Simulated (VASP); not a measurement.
# Si (I4_1/amd) in VASP: notebook

Si is run at these levels: PBE; tasks: electric field gradients.

Program: VASP 6.6.1. These are calculated values, not measurements. Logs are shortened: lines on timing, memory, paths and dates and some standing lists are left out, and cuts for length are marked.

### Step 1. The cell of the first run

Symmetry: I4_1/amd, No. 141, tetragonal system. The conventional cell has a = 3.840 Å, b = 3.840 Å, c = 5.322 Å, α = 90.00°, β = 90.00°, γ = 90.00°. Within 3.1 Å of Si (site symmetry -4m2) lie 4 Si at 2.34 Å.

### Step 2. Electric field gradients, PBE (zz strain of -2 %)

INCAR reads:

```
  PREC = Accurate
  ENCUT = 520
  EDIFF = 1E-8
  ISMEAR = -1
  SIGMA = 0.08
  LREAL = F
  LASPH = T
  NELM = 100
  ALGO = Normal
  ISIF = 2
  LWAVE = F
  LCHARG = F
  GGA = PE
  LEFG = T
  NBANDS = 11
```

KPOINTS reads:

```
Automatic mesh
0
Gamma
  11 11 11
```

POSCAR reads:

```
Si
1.0
    0.0000000000      2.7154700000      2.6611606000
    2.7154700000      0.0000000000      2.6611606000
    2.7154700000      2.7154700000      0.0000000000
Si
2
Direct
    0.5000000000      0.5000000000      0.5000000000
    0.7500000000      0.7500000000      0.7500000000
```

Potentials or basis: VASP PAW PBE potentials, release 64 (Si).

Run with:

```console
$ cat potpaw_PBE.64/Si/POTCAR > POTCAR
$ mpirun -np 1 vasp_std > vasp.out
```

OUTCAR:

```text
PREC = Accurate
   ENCUT = 520
   EDIFF = 1E-8
   ISMEAR = -1
   LREAL = F
   LASPH = T
   NELM = 100
   ISIF = 2
   GGA = PE

 ion  position               nearest neighbor table
   1  0.500  0.500  0.500-   2 2.34   2 2.34   2 2.34   2 2.34
   2  0.750  0.750  0.750-   1 2.34   1 2.34   1 2.34   1 2.34

  LATTYP: Found a body centered tetragonal cell.
 ALAT       =     3.8402545022
 C/A-ratio  =     1.3859292911

  Lattice vectors:

 A1 = (   0.0000000000,  -2.7154700000,  -2.6611606000)
 A2 = (   0.0000000000,   2.7154700000,  -2.6611606000)
 A3 = (   2.7154700000,   0.0000000000,   2.6611606000)

Analysis of symmetry for initial positions (statically):
=====================================================================
 Subroutine PRICEL returns:
 Original cell was already a primitive cell.

 Routine SETGRP: Setting up the symmetry group for a
 body centered tetragonal supercell.

 Subroutine GETGRP returns: Found 16 space group operations
 (whereof  8 operations were pure point group operations)
 out of a pool of 16 trial point group operations.

The static configuration has the point symmetry D_2d.
 The point group associated with its full space group is D_4h.

Analysis of symmetry for dynamics (positions and initial velocities):
=====================================================================
 Subroutine PRICEL returns:
 Original cell was already a primitive cell.

 Routine SETGRP: Setting up the symmetry group for a
 body centered tetragonal supercell.

 Subroutine GETGRP returns: Found 16 space group operations
 (whereof  8 operations were pure point group operations)
 out of a pool of 16 trial point group operations.

The dynamic configuration has the point symmetry D_2d.
 The point group associated with its full space group is D_4h.

 Subroutine INISYM returns: Found 16 space group operations
 (whereof  8 operations are pure point group operations),
 and found     1 'primitive' translations

----------------------------------------------------------------------------------------

                                     Primitive cell

  volume of cell :      39.2456

  direct lattice vectors                    reciprocal lattice vectors
     0.000000000  2.715470000  2.661160600    -0.184130187  0.184130187  0.187887946
     2.715470000  0.000000000  2.661160600     0.184130187 -0.184130187  0.187887946
     2.715470000  2.715470000  0.000000000     0.184130187  0.184130187 -0.187887946

  length of vectors
     3.802045904  3.802045904  3.840254502     0.321107042  0.321107042  0.321107042

  position of ions in fractional coordinates (direct lattice)
     0.500000000  0.500000000  0.500000000
     0.750000000  0.750000000  0.750000000

  ion indices of the primitive-cell ions
   primitive index   ion index
                 1           1
                 2           2

----------------------------------------------------------------------------------------

 KPOINTS: Automatic mesh

Automatic generation of k-mesh.
 Grid dimensions read from file:
 generate k-points for:   11   11   11

 Generating k-lattice:

  Cartesian coordinates                     Fractional coordinates (reciprocal lattice)
    -0.016739108  0.016739108  0.017080722     0.090909091  0.000000000  0.000000000
     0.016739108 -0.016739108  0.017080722     0.000000000  0.090909091  0.000000000
     0.016739108  0.016739108 -0.017080722    -0.000000000 -0.000000000  0.090909091

  Length of vectors
     0.029191549  0.029191549  0.029191549

  Shift w.r.t. Gamma in fractional coordinates (k-lattice)
     0.000000000  0.000000000  0.000000000

 Subroutine IBZKPT returns following result:
 ===========================================

 Found    126 irreducible k-points:

 Following reciprocal coordinates:
            Coordinates               Weight
  0.000000  0.000000  0.000000      1.000000
  0.090909  0.000000  0.000000      8.000000
  0.181818  0.000000  0.000000      8.000000
  0.272727  0.000000  0.000000      8.000000
  0.363636  0.000000  0.000000      8.000000
  0.454545 -0.000000  0.000000      8.000000
[... 16 lines left out ...]
 -0.272727  0.181818  0.000000      8.000000
 -0.181818  0.181818  0.000000      4.000000
 [... further k-points ...]
   k-points           NKPTS =    126   k-points in BZ     NKDIM =    126   number of bands    NBANDS=     11
   number of dos      NEDOS =    301   number of ions     NIONS =      2
   total plane-waves  NPLWV =  23520
   dimension x,y,z NGX =    28 NGY =   28 NGZ =   30
   dimension x,y,z NGXF=    56 NGYF=   56 NGZF=   60
   ions per type =               2
   NGX,Y,Z   is equivalent  to a cutoff of  12.24, 12.24, 12.99 a.u.
   NGXF,Y,Z  is equivalent  to a cutoff of  24.49, 24.49, 25.97 a.u.
 SYSTEM =  unknown system
   PREC   = accura    normal or accurate (medium, high low for compatibility)
   ISTART =      0    job   : 0-new  1-cont  2-samecut
   ICHARG =      2    charge: 1-file 2-atom 10-const
   ISPIN  =      1    spin polarized calculation?
   LNONCOLLINEAR =      F non collinear calculations
   LSORBIT =      F    spin-orbit coupling
   LASPH  =      T    aspherical Exc in radial PAW
   ENCUT  =  520.0 eV  38.22 Ry    6.18 a.u.   7.07  7.07  7.14*2*pi/ulx,y,z
   NELM   =    100;   NELMIN=  2; NELMDL= -5     # of ELM steps
   EDIFF  = 0.1E-07   stopping-criterion for ELM
   LREAL  =      F    real-space projection
   EDIFFG = 0.1E-06   stopping-criterion for IOM
   NSW    =      0    number of steps for IOM
   IBRION =     -1    ionic relax: 0-MD 1-quasi-New 2-CG
   NFREE  =      0    steps in history (QN), initial steepest desc. (CG)
   ISIF   =      2    stress and relaxation
   ISYM   =      2    0-nonsym 1-usesym 2-fastsym
   POTIM  = 0.5000    time-step for ionic-motion
   TEBEG  =    0.0;   TEEND  =   0.0 temperature during run
   PSTRESS=    0.0 pullay stress
   NELECT =       8.0000    total number of electrons
   NUPDOWN=      -1.0000    fix difference up-down
   EMIN   =  10.00;   EMAX   =-10.00  energy-range for DOS
   EFERMI =   0.00;   METHOD = LEGACY
   ISMEAR =    -1;   SIGMA  =   0.08  broadening in eV -4-tet -1-fermi 0-gaus
   EFERMI_NEDOS =   21; number of points for ismear=-14 and -15
   IALGO  =     38    algorithm
   IMIX   =      4    mixing-type and parameters
     AMIX     =   0.40;   BMIX     =  1.00
     AMIX_MAG =   1.60;   BMIX_MAG =  1.00
  volume/ion in A,a.u.               =      19.62       132.42
  Fermi-wavevector in a.u.,A,eV,Ry     =   0.963477  1.820707 12.630111  0.928287
  Thomas-Fermi vector in A             =   2.093025
   LORBIT       =      0    0 simple, 1 ext, 2 COOP (PROOUT), +10 PAW based schemes
   GGA     = PE    functional components
[... 5 lines left out ...]
 non-spin polarized calculation
  energy-cutoff  :      520.00
  volume of cell :       39.25
 maximum number of plane-waves:      1070
   NGX = 15   NGY = 15   NGZ = 15

 number of electron       8.0000000 magnetization

 Free energy of the ion-electron system (eV)
  ---------------------------------------------------
  ext. energy  EPLUGINS =         0.00000000
  ---------------------------------------------------
  free energy    TOTEN  =       -10.82685782 eV

  energy without entropy =      -10.82639965  energy(sigma->0) =      -10.82662873

 E-fermi :   6.2778     XC(G=0):  -9.4885

 val. band max:        6.1248886771   @ k =   0.0000   0.0000   0.0000
 cond. band min:       6.4719583597   @ k =   0.4545   0.4545   0.0000
 fundamental gap:      0.3470696827
 Fermi energy:         6.2777822463

 k-point     1 :       0.0000    0.0000    0.0000
  band No.  band energies     occupation
      1      -6.0656      2.00000
      2       5.9845      1.95010
      3       5.9845      1.95010
      4       6.1249      1.74230
      5       8.5579      0.00000
      6       8.6312      0.00000
      7       8.6312      0.00000
      8       9.6327      0.00000
      9      13.5766      0.00000
     10      13.9417      0.00000
     11      14.0717      0.00000

 k-point     2 :       0.0909    0.0000    0.0000
  band No.  band energies     occupation
      1      -5.9554      2.00000
      2       5.0408      2.00000
      3       5.8083      1.99436
      4       5.9151      1.97875
      5       8.6570      0.00000
      6       8.8498      0.00000
      7       8.8808      0.00000
      8      10.3735      0.00000
      9      13.2860      0.00000
     10      13.6046      0.00000
     11      14.5312      0.00000
[... 295 lines left out ...]
 k-point    24 :      -0.1818    0.1818    0.0000
  band No.  band energies     occupation
      1      -4.9336      2.00000
      2       1.9705      2.00000
      3       3.3658      2.00000
      4       5.2419      2.00000
      5       8.9648      0.00000
      6       9.8178      0.00000
      7      10.2239      0.00000
      8      11.8462      0.00000
      9      12.0408      0.00000
     10      16.0209      0.00000
     11      16.8813      0.00000

 [... further k-points ...]
[... 5 lines left out ...]
  --------------------------------------------------------------------------------------
  -------------------------------------------------------------------------------------
  Total        0.8169921      0.8169921      1.2726082      0.0000000      0.0000000     -0.0000000
  in kB       33.3531862     33.3531862     51.9534256      0.0000000      0.0000000     -0.0000000
  external PRESSURE =      39.5532660 kB  Pullay stress =       0.0000000 kB

 VOLUME and BASIS-vectors are now :
 -----------------------------------------------------------------------------
  energy-cutoff  :      520.00
  volume of cell :       39.25
      direct lattice vectors                 reciprocal lattice vectors
     0.000000000  2.715470000  2.661160600    -0.184130187  0.184130187  0.187887946
     2.715470000  0.000000000  2.661160600     0.184130187 -0.184130187  0.187887946
     2.715470000  2.715470000  0.000000000     0.184130187  0.184130187 -0.187887946

 POSITION                                       TOTAL-FORCE (eV/Angst)
 -----------------------------------------------------------------------------------
      2.71547      2.71547      2.66116         0.000000      0.000000      0.000000
      4.07320      4.07320      3.99174        -0.000000     -0.000000     -0.000000
 -----------------------------------------------------------------------------------
    total drift:                                0.000000      0.000000     -0.000000

  FREE ENERGIE OF THE ION-ELECTRON SYSTEM (eV)
  ---------------------------------------------------
  free  energy   TOTEN  =       -10.8268578201 eV

  energy  without entropy=      -10.8263996484  energy(sigma->0) =      -10.82662873

 Electric field gradients (V/A^2)
---------------------------------------------------------------------
 ion       V_xx      V_yy      V_zz      V_xy      V_xz      V_yz
---------------------------------------------------------------------
   1      -0.118    -0.118     0.236    -0.000    -0.000    -0.000
   2      -0.118    -0.118     0.236    -0.000    -0.000    -0.000
---------------------------------------------------------------------

 Electric field gradients after diagonalization (V/A^2)
 (convention: |V_zz| > |V_xx| > |V_yy|)
----------------------------------------------------------------------
 ion       V_xx      V_yy      V_zz     asymmetry (V_yy - V_xx)/ V_zz
----------------------------------------------------------------------
   1      -0.118    -0.118     0.236       0.001
   2      -0.118    -0.118     0.236       0.001
----------------------------------------------------------------------

           NMR quadrupolar parameters

 Cq : quadrupolar parameter    Cq=e*Q*V_zz/h
 eta: asymmetry parameters     (V_yy - V_xx)/ V_zz
 Q  : nuclear electric quadrupole moment in mb (millibarn)
----------------------------------------------------------------------
 ion       Cq(MHz)       eta       Q (mb)
----------------------------------------------------------------------
   1       0.001       0.001       1.000
   2       0.001       0.001       1.000
----------------------------------------------------------------------
```

Run time: 25 s. Hardware: 1 thread of Intel Xeon Platinum 8559C (Emerald Rapids), shared host; peak memory 0.17 GiB.

Results:

* Free energy: -10.8269 eV
* Pressure: 4.0 GPa
* Band gap on the k mesh: 0.35 eV, indirect (least direct gap 2.43 eV)

Stress tensor (GPa, compression positive):
```
3.34 0.00 0.00
0.00 3.34 0.00
0.00 0.00 5.20
```

Caveat: the cell differs from its parent crystal (zz strain of -2 %); without QUAD_EFG the Cq values of the log hold for a quadrupole moment of 1 mb, not for the nuclei. A k mesh can miss the band edges.

### Step 3. Electric field gradients, PBE (zz strain of +3 %)

INCAR reads:

```
ALGO = Normal ; EDIFF = 1E-8
ENCUT = 520 ; GGA = PE
ISIF = 2 ; ISMEAR = -1
LASPH = True ; LCHARG = False
LEFG = True ; LREAL = False
LWAVE = False ; NBANDS = 11
NELM = 80 ; PREC = Accurate
SIGMA = 0.08
```

KPOINTS reads:

```
k-points
0
Gamma
  11 11 11
```

POSCAR reads:

```
Si
1.0
    0.0000000000      2.7154700000      2.7969341000
    2.7154700000      0.0000000000      2.7969341000
    2.7154700000      2.7154700000      0.0000000000
Si
2
Direct
    0.5000000000      0.5000000000      0.5000000000
    0.7500000000      0.7500000000      0.7500000000
```

Potentials or basis: VASP PAW PBE potentials, release 64 (Si).

Run with:

```console
$ cat potpaw_PBE.64/Si/POTCAR > POTCAR
$ mpirun -np 1 vasp_std > vasp.out
```

OUTCAR:

```text
EDIFF = 1E-8
   ENCUT = 520
   GGA = PE
   ISIF = 2
   ISMEAR = -1
   LASPH = True
   LREAL = False
   NELM = 80
   PREC = Accurate

 ion  position               nearest neighbor table
   1  0.500  0.500  0.500-   2 2.38   2 2.38   2 2.38   2 2.38
   2  0.750  0.750  0.750-   1 2.38   1 2.38   1 2.38   1 2.38

  LATTYP: Found a body centered tetragonal cell.
 ALAT       =     3.8402545022
 C/A-ratio  =     1.4566399692

  Lattice vectors:

 A1 = (  -2.7154700000,   0.0000000000,   2.7969341000)
 A2 = (   2.7154700000,   0.0000000000,   2.7969341000)
 A3 = (   0.0000000000,   2.7154700000,  -2.7969341000)

[... 549 lines left out ...]
  free  energy   TOTEN  =       -10.8413611478 eV

  energy  without entropy=      -10.8410136827  energy(sigma->0) =      -10.84118742

 Electric field gradients (V/A^2)
---------------------------------------------------------------------
 ion       V_xx      V_yy      V_zz      V_xy      V_xz      V_yz
---------------------------------------------------------------------
   1       0.086     0.086    -0.172     0.000     0.000     0.000
   2       0.086     0.086    -0.172     0.000     0.000     0.000
---------------------------------------------------------------------

 Electric field gradients after diagonalization (V/A^2)
 (convention: |V_zz| > |V_xx| > |V_yy|)
----------------------------------------------------------------------
 ion       V_xx      V_yy      V_zz     asymmetry (V_yy - V_xx)/ V_zz
----------------------------------------------------------------------
   1       0.086     0.086    -0.172       0.001
   2       0.086     0.086    -0.172       0.001
----------------------------------------------------------------------

           NMR quadrupolar parameters

 Cq : quadrupolar parameter    Cq=e*Q*V_zz/h
 eta: asymmetry parameters     (V_yy - V_xx)/ V_zz
 Q  : nuclear electric quadrupole moment in mb (millibarn)
----------------------------------------------------------------------
 ion       Cq(MHz)       eta       Q (mb)
----------------------------------------------------------------------
   1      -0.000       0.001       1.000
   2      -0.000       0.001       1.000
----------------------------------------------------------------------
```

stdout:

```text
POSCAR found type information on POSCAR Si
 POSCAR found :  1 types and       2 ions
 scaLAPACK will be used
 LDA part: xc-table for (Slater+PW92), standard interpolation
 POSCAR, INCAR and KPOINTS ok, starting setup
 FFT: planning ... GRIDC
 FFT: planning ... GRID_SOFT
 FFT: planning ... GRID
 WAVECAR not read
 entering main loop
ion   1

ion   2
```

Run time: 32 s. Hardware: 1 thread of Intel Xeon Platinum 8559C (Emerald Rapids), shared host; peak memory 0.18 GiB.

Results:

```yaml
Free_energy: -10.8414 eV
Pressure: -0.8 GPa
Band_gap_on_the_k_mesh: 0.50 eV, indirect (least direct gap 2.44 eV)
```

Caveat: the cell differs from its parent crystal (zz strain of +3 %); without QUAD_EFG the Cq values of the log hold for a quadrupole moment of 1 mb, not for the nuclei. A k mesh can miss the band edges.
